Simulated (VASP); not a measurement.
Si16O (a cell with a defect): single point with PBE

The system is Si16O (a cell with a defect).

```
CELL_PARAMETERS angstrom
0.00000 5.43000 5.43000
5.43000 0.00000 5.43000
5.43000 5.43000 0.00000
ATOMIC_POSITIONS crystal
Si 0.04278 0.00856 0.95048
Si 0.07486 0.08820 0.21783
Si 0.92852 0.95005 0.58222
Si 0.08889 0.13758 0.59925
Si 0.03884 0.46449 0.00230
Si 0.09304 0.62757 0.14278
Si 0.02603 0.48413 0.50205
Si 0.15692 0.59663 0.62866
Si 0.45782 0.00968 0.09237
Si 0.66158 0.15913 0.14797
Si 0.46675 0.97356 0.48450
Si 0.56424 0.11691 0.60670
Si 0.48498 0.50787 0.08417
Si 0.69354 0.66490 0.04160
Si 0.59611 0.48613 0.43276
Si 0.62804 0.56511 0.65970
O 0.40584 0.09114 0.85309
```

```
Program                : VASP 6.6.1
Task                   : single point
Functional             : PBE
Potentials or basis    : VASP PAW PBE potentials, release 64 (Si, O)
Cutoff                 : 520 eV
k mesh                 : 2 × 2 × 2
Occupations            : fermi-dirac, width 0.02 eV
Spin                   : collinear spin, ferromagnetic start
Starting moments       : [0.0, 0.0, 0.0, 0.0, 0.0, 0.0, 0.0, 0.0, 0.0, 0.0, 0.0, 0.0, 0.0, 0.0, 0.0, 0.0, 1.0] μB
Dipole correction      : no
Further INCAR settings : LREAL = Auto; ALGO = Normal; EDIFF = 1e-06; NBANDS = 53
```

```
Pressure                                              : 1.2 GPa
Largest force                                         : 3.499 eV/Å
Band gap on the k mesh                                : 0.22 eV
Net moment                                            : 0.00 μB per cell
Valence electrons inside the program's atomic spheres : Si 1.62, 1.63, 1.69, 1.71, 1.70, 1.66, 1.65, 1.55, 1.67, 1.61, 1.60 (each value once); O 5.12
```

Forces in eV/Å, atoms in the order of the input:
```
Si   2.402  1.793 -1.805
Si  -1.328 -0.847  1.059
Si   0.380 -0.130 -0.005
Si  -1.432  0.649 -0.369
Si  -0.791  0.774 -0.539
Si  -0.096  0.317  2.045
Si   1.726 -1.288 -0.579
Si  -0.964  0.917  0.834
Si  -0.657 -0.585  0.549
Si  -2.271 -0.370 -1.225
Si  -0.849  0.846 -0.614
Si  -0.025  0.100  1.425
Si  -0.596 -2.396 -0.107
Si   2.197  0.078 -0.319
Si  -0.271 -1.349 -2.135
Si   1.506  0.529  1.418
O    1.069  0.962  0.367
```

Stress tensor (GPa, compression positive):
```
 2.57  0.20 -0.14
 0.20  1.02 -1.52
-0.14 -1.52 -0.12
```

Levels at points of the mesh, in eV from the valence-band top:
Spin up:
| k point | band 32 | band 33 | band 34 | band 35 | band 36 | band 37 | band 38 | band 39 |
| --- | --- | --- | --- | --- | --- | --- | --- | --- |
| (0.00, 0.00, 0.00) | -0.69 | -0.33 | -0.07 | 0.00 | 0.22 | 0.30 | 0.59 | 0.60 |
| (0.50, 0.00, 0.00) | -1.13 | -0.75 | -0.50 | -0.34 | 0.46 | 0.67 | 1.01 | 1.13 |
| (0.00, 0.50, 0.00) | -1.28 | -0.72 | -0.58 | -0.25 | 0.68 | 0.74 | 1.04 | 1.06 |
| (0.00, 0.00, 0.50) | -0.84 | -0.71 | -0.22 | -0.04 | 0.60 | 0.69 | 0.84 | 1.15 |
| (0.50, 0.50, 0.50) | -1.04 | -0.70 | -0.36 | -0.03 | 0.54 | 0.76 | 0.92 | 1.24 |
| (0.50, 0.50, 0.00) | -1.08 | -0.88 | -0.78 | -0.65 | 0.67 | 0.93 | 1.44 | 1.98 |
| (0.00, 0.50, 0.50) | -1.30 | -1.12 | -0.84 | -0.13 | 0.81 | 0.97 | 1.40 | 1.69 |
| (0.50, 0.00, 0.50) | -1.19 | -0.95 | -0.73 | -0.20 | 0.81 | 1.25 | 1.57 | 1.80 |
Spin down:
| k point | band 33 | band 34 | band 35 | band 36 | band 37 | band 38 |
| --- | --- | --- | --- | --- | --- | --- |
| (0.00, 0.00, 0.00) | -0.33 | -0.07 | 0.00 | 0.22 | 0.30 | 0.59 |
| (0.50, 0.00, 0.00) | -0.75 | -0.50 | -0.34 | 0.46 | 0.67 | 1.01 |
| (0.00, 0.50, 0.00) | -0.72 | -0.58 | -0.25 | 0.68 | 0.74 | 1.04 |
| (0.00, 0.00, 0.50) | -0.71 | -0.22 | -0.04 | 0.60 | 0.69 | 0.84 |
| (0.50, 0.50, 0.50) | -0.70 | -0.36 | -0.03 | 0.54 | 0.76 | 0.92 |
| (0.50, 0.50, 0.00) | -0.88 | -0.78 | -0.65 | 0.67 | 0.93 | 1.44 |
| (0.00, 0.50, 0.50) | -1.12 | -0.84 | -0.13 | 0.81 | 0.97 | 1.40 |
| (0.50, 0.00, 0.50) | -0.95 | -0.73 | -0.20 | 0.81 | 1.25 | 1.57 |

Run time: 16 min on 1 thread of AMD EPYC 7R43 64-Core Processor (Zen 3), with other jobs on the host, peak memory 0.68 GiB.

Caveat: the k points lie up to 0.50 Å⁻¹ apart; the atoms stand as in a frame of molecular dynamics; semilocal functionals underestimate gaps, and a narrow one can read as zero.
